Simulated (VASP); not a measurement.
# LiSe6 (Pm-3m) in VASP: density of states with PBE

Aim: the density of states of LiSe6 with PBE.

Program: VASP 6.6.1. These are calculated values, not measurements. Logs are shortened: lines on timing, memory, paths and dates and some standing lists are left out, and cuts for length are marked.

## (1) The cell of the first run

The structure is cubic, space group Pm-3m (No. 221). The conventional cell has a = 6.731 Å, b = 6.731 Å, c = 6.731 Å, α = 90.00°, β = 90.00°, γ = 90.00°. Within 3.0 Å of Se (site symmetry 4mm) lie 1 Se at 2.30 Å.

## (2) Density of states, PBE

POSCAR reads:

```
LiSe6
1.0
    6.7314022961      0.0000000000      0.0000000000
    0.0000000000      6.7314022961      0.0000000000
    0.0000000000      0.0000000000      6.7314022961
Li Se
1 6
Direct
    0.0000000000      0.0000000000      0.0000000000
    0.8292030259      0.5000000000      0.5000000000
    0.1707969741      0.5000000000      0.5000000000
    0.5000000000      0.5000000000      0.8292030259
    0.5000000000      0.5000000000      0.1707969741
    0.5000000000      0.1707969741      0.5000000000
    0.5000000000      0.8292030259      0.5000000000
```

INCAR.step1 reads:

```
PREC     = Accurate       # precision mode
ENCUT    = 520            # plane-wave cutoff, eV
EDIFF    = 1E-7           # SCF threshold, eV
ISMEAR   = 0              # smearing method
SIGMA    = 0.1            # smearing width, eV
LREAL    = False          # projectors in reciprocal space
LASPH    = True           # aspherical terms in the spheres
NELM     = 100            # most SCF steps
ALGO     = Normal         # electronic algorithm
ISIF     = 2              # what is computed and relaxed
LWAVE    = False          # write WAVECAR
LCHARG   = True           # write CHGCAR
GGA      = PE             # functional
NBANDS   = 28             # bands
```

KPOINTS.step1 reads:

```
regular mesh
0
Gamma
  6 6 6
```

INCAR.step2 reads:

```
PREC     = Accurate       # precision mode
ENCUT    = 520            # plane-wave cutoff, eV
EDIFF    = 1E-7           # SCF threshold, eV
ISMEAR   = -5             # smearing method
SIGMA    = 0.1            # smearing width, eV
LREAL    = False          # projectors in reciprocal space
LASPH    = True           # aspherical terms in the spheres
NELM     = 100            # most SCF steps
ALGO     = Normal         # electronic algorithm
ISIF     = 2              # what is computed and relaxed
LWAVE    = False          # write WAVECAR
LCHARG   = False          # write CHGCAR
GGA      = PE             # functional
LORBIT   = 11             # projections on sites
NBANDS   = 28             # bands
NEDOS    = 2001           # points of the DOS
ICHARG   = 11             # starting density
```

KPOINTS.step2 reads:

```
regular mesh
0
Gamma
  9 9 9
```

Potentials or basis: VASP PAW PBE potentials, release 64 (Li_sv, Se).

The run is started by

```sh
$ cat potpaw_PBE.64/Li_sv/POTCAR potpaw_PBE.64/Se/POTCAR > POTCAR
$ cp INCAR.step1 INCAR
$ cp KPOINTS.step1 KPOINTS
$ mpirun -np 1 vasp_std > vasp.out
$ cp INCAR.step2 INCAR
$ cp KPOINTS.step2 KPOINTS
$ mpirun -np 1 vasp_std > vasp.out
```

OUTCAR:

```text
PREC = Accurate
   ENCUT = 520
   EDIFF = 1E-7
   ISMEAR = -5
   LREAL = False
   LASPH = True
   NELM = 100
   ISIF = 2
   GGA = PE
   LORBIT = 11
   ICHARG = 11

 ion  position               nearest neighbor table
   1  0.000  0.000  0.000-
   2  0.829  0.500  0.500-   3 2.30
   3  0.171  0.500  0.500-   2 2.30
   4  0.500  0.500  0.829-   5 2.30
   5  0.500  0.500  0.171-   4 2.30
   6  0.500  0.171  0.500-   7 2.30
   7  0.500  0.829  0.500-   6 2.30

  LATTYP: Found a simple cubic cell.
 ALAT       =     6.7314022961

  Lattice vectors:

 A1 = (   6.7314022961,   0.0000000000,   0.0000000000)
 A2 = (   0.0000000000,   6.7314022961,   0.0000000000)
 A3 = (   0.0000000000,   0.0000000000,   6.7314022961)

Analysis of symmetry for initial positions (statically):
=====================================================================
 Subroutine PRICEL returns:
 Original cell was already a primitive cell.

 Routine SETGRP: Setting up the symmetry group for a
 simple cubic supercell.

 Subroutine GETGRP returns: Found 48 space group operations
 (whereof 48 operations were pure point group operations)
 out of a pool of 48 trial point group operations.

The static configuration has the point symmetry O_h .

Analysis of symmetry for dynamics (positions and initial velocities):
=====================================================================
 Subroutine PRICEL returns:
 Original cell was already a primitive cell.

 Routine SETGRP: Setting up the symmetry group for a
 simple cubic supercell.

 Subroutine GETGRP returns: Found 48 space group operations
 (whereof 48 operations were pure point group operations)
 out of a pool of 48 trial point group operations.

The dynamic configuration has the point symmetry O_h .

 Subroutine INISYM returns: Found 48 space group operations
 (whereof 48 operations are pure point group operations),
 and found     1 'primitive' translations

----------------------------------------------------------------------------------------

                                     Primitive cell

  volume of cell :     305.0118

  direct lattice vectors                    reciprocal lattice vectors
     6.731402296  0.000000000  0.000000000     0.148557456  0.000000000  0.000000000
     0.000000000  6.731402296  0.000000000     0.000000000  0.148557456  0.000000000
[... 105 lines left out ...]
   POTIM  = 0.5000    time-step for ionic-motion
   TEBEG  =    0.0;   TEEND  =   0.0 temperature during run
   PSTRESS=    0.0 pullay stress
   NELECT =      39.0000    total number of electrons
   NUPDOWN=      -1.0000    fix difference up-down
   EMIN   =  10.00;   EMAX   =-10.00  energy-range for DOS
   EFERMI =   0.00;   METHOD = LEGACY
   ISMEAR =    -5;   SIGMA  =   0.10  broadening in eV -4-tet -1-fermi 0-gaus
   EFERMI_NEDOS =   21; number of points for ismear=-14 and -15
   IALGO  =     38    algorithm
   IMIX   =      4    mixing-type and parameters
     AMIX     =   0.40;   BMIX     =  1.00
     AMIX_MAG =   1.60;   BMIX_MAG =  1.00
  volume/ion in A,a.u.               =      43.57       294.05
  Fermi-wavevector in a.u.,A,eV,Ry     =   0.824753  1.558558  9.254932  0.680218
  Thomas-Fermi vector in A             =   1.936493
   LORBIT       =     11    0 simple, 1 ext, 2 COOP (PROOUT), +10 PAW based schemes
   GGA     = PE    functional components
   LHFCALC =     F    Hartree Fock is set to
   AEXX    =    0.0000 exact exchange contribution
   IVDW    =     0    specifies the selected vdW correction
   LEPSILON=     F    determine dielectric tensor
   LRPA    =     F    only Hartree local field effects (RPA)
 non-spin polarized calculation
 Fermi weights with tetrahedron method with Bloechl corrections
  energy-cutoff  :      520.00
  volume of cell :      305.01
 maximum number of plane-waves:      8249
 NGX is ok and might be reduce to    50

 number of electron      38.9999994 magnetization

 Free energy of the ion-electron system (eV)
  ---------------------------------------------------
  ext. energy  EPLUGINS =         0.00000000
  ---------------------------------------------------
  free energy    TOTEN  =       -20.76317301 eV

  energy without entropy =      -20.76317301  energy(sigma->0) =      -20.76317301

 E-fermi :   0.5978     XC(G=0):  -6.1707

 val. band max:        0.5723561389   @ k =   0.4444   0.2222   0.2222
 cond. band min:       0.5940902903   @ k =   0.4444   0.2222   0.1111
 fundamental gap:      0.0217341514
 Fermi energy:         0.5978140396

 k-point     1 :       0.0000    0.0000    0.0000
  band No.  band energies     occupation
      1     -50.7726      2.00000
      2     -14.5608      2.00000
      3     -13.5973      2.00000
      4     -13.5973      2.00000
      5     -10.9066      2.00000
      6     -10.9066      2.00000
[... 733 lines left out ...]
     27       3.6111      0.00000
     28       3.8451      0.00000

 [... further k-points ...]
[... 5 lines left out ...]
  --------------------------------------------------------------------------------------
  -------------------------------------------------------------------------------------
  Total        0.0863266      0.0863266      0.0863266     -0.0000000     -0.0000000     -0.0000000
  in kB        0.4534594      0.4534594      0.4534594     -0.0000000     -0.0000000     -0.0000000
  external PRESSURE =       0.4534594 kB  Pullay stress =       0.0000000 kB

 VOLUME and BASIS-vectors are now :
 -----------------------------------------------------------------------------
  energy-cutoff  :      520.00
  volume of cell :      305.01
      direct lattice vectors                 reciprocal lattice vectors
     6.731402296  0.000000000  0.000000000     0.148557456  0.000000000  0.000000000
     0.000000000  6.731402296  0.000000000     0.000000000  0.148557456  0.000000000
     0.000000000  0.000000000  6.731402296     0.000000000  0.000000000  0.148557456

 POSITION                                       TOTAL-FORCE (eV/Angst)
 -----------------------------------------------------------------------------------
      0.00000      0.00000      0.00000         0.000000      0.000000     -0.000000
      5.58170      3.36570      3.36570        -0.029590      0.000000     -0.000000
      1.14970      3.36570      3.36570         0.029590      0.000000     -0.000000
      3.36570      3.36570      5.58170        -0.000000      0.000000     -0.029590
      3.36570      3.36570      1.14970         0.000000      0.000000      0.029590
      3.36570      1.14970      3.36570        -0.000000      0.029590     -0.000000
      3.36570      5.58170      3.36570         0.000000     -0.029590     -0.000000
 -----------------------------------------------------------------------------------
    total drift:                               -0.000000      0.000000     -0.000000

  FREE ENERGIE OF THE ION-ELECTRON SYSTEM (eV)
  ---------------------------------------------------
  free  energy   TOTEN  =       -20.7631730070 eV

  energy  without entropy=      -20.7631730070  energy(sigma->0) =      -20.76317301

 total charge

# of ion       s       p       d       tot
------------------------------------------
    1        1.982   0.001   0.000   1.983
    2        1.516   2.159   0.044   3.719
    3        1.516   2.159   0.044   3.719
    4        1.516   2.159   0.044   3.719
    5        1.516   2.159   0.044   3.719
    6        1.516   2.159   0.044   3.719
    7        1.516   2.159   0.044   3.719
--------------------------------------------------
tot         11.078  12.957   0.264  24.299
```

OUTCAR.step1:

```text
PREC = Accurate
   ENCUT = 520
   EDIFF = 1E-7
   ISMEAR = 0
   LREAL = False
[... 853 lines left out ...]
      3.36570      3.36570      5.58170        -0.000000     -0.000000     -0.034692
      3.36570      3.36570      1.14970         0.000000      0.000000      0.034692
      3.36570      1.14970      3.36570         0.000000      0.034692      0.000000
      3.36570      5.58170      3.36570         0.000000     -0.034692     -0.000000
 -----------------------------------------------------------------------------------
    total drift:                                0.000000      0.000000     -0.000000

  FREE ENERGIE OF THE ION-ELECTRON SYSTEM (eV)
  ---------------------------------------------------
  free  energy   TOTEN  =       -20.7873697198 eV

  energy  without entropy=      -20.7599770580  energy(sigma->0) =      -20.77367339
```

OSZICAR.step1:

```text
N       E                     dE             d eps       ncg     rms          rms(c)
DAV:   1     0.236732363512E+03    0.23673E+03   -0.13272E+04  1120   0.111E+03
DAV:   2     0.747312261375E+01   -0.22926E+03   -0.22133E+03  1644   0.192E+02
DAV:   3    -0.202190226635E+02   -0.27692E+02   -0.27404E+02  1376   0.704E+01
DAV:   4    -0.215019961140E+02   -0.12830E+01   -0.12778E+01  1892   0.137E+01
DAV:   5    -0.215304160785E+02   -0.28420E-01   -0.28401E-01  1448   0.196E+00    0.845E+00
DAV:   6    -0.211141122578E+02    0.41630E+00   -0.13794E-01  1556   0.132E+00    0.515E+00
DAV:   7    -0.207753923341E+02    0.33872E+00   -0.38481E-01  1632   0.202E+00    0.577E-01
DAV:   8    -0.207781083913E+02   -0.27161E-02   -0.49757E-02  1584   0.963E-01    0.259E-01
DAV:   9    -0.207862714157E+02   -0.81630E-02   -0.11729E-02  1364   0.456E-01    0.127E-01
DAV:  10    -0.207871493883E+02   -0.87797E-03   -0.20490E-03  1396   0.179E-01    0.241E-02
DAV:  11    -0.207873325173E+02   -0.18313E-03   -0.19501E-04  1328   0.650E-02    0.978E-03
DAV:  12    -0.207873690377E+02   -0.36520E-04   -0.48824E-05  1436   0.318E-02    0.570E-03
DAV:  13    -0.207873687075E+02    0.33017E-06   -0.55038E-06  1520   0.868E-03    0.132E-03
DAV:  14    -0.207873696634E+02   -0.95584E-06   -0.83063E-07  1244   0.434E-03    0.776E-04
DAV:  15    -0.207873697198E+02   -0.56455E-07   -0.11304E-07  1220   0.142E-03
   1 F= -.20787370E+02 E0= -.20773673E+02  d E =-.273927E-01
```

Wall time 8.1 min (1 thread of AMD EPYC 7R43 (Zen 3), shared host); peak memory 0.41 GiB.

What came out:

```yaml
Valence_electrons_inside_the_program's_atomic_spheres: Li 1.98; Se 3.72
```

Caveat: the cutoff is under 1.25 times the usual one of these potentials, so pressure, stress and relaxed cells hold a basis-set (Pulay) error; tetrahedron occupations give inexact forces and stress in metals.
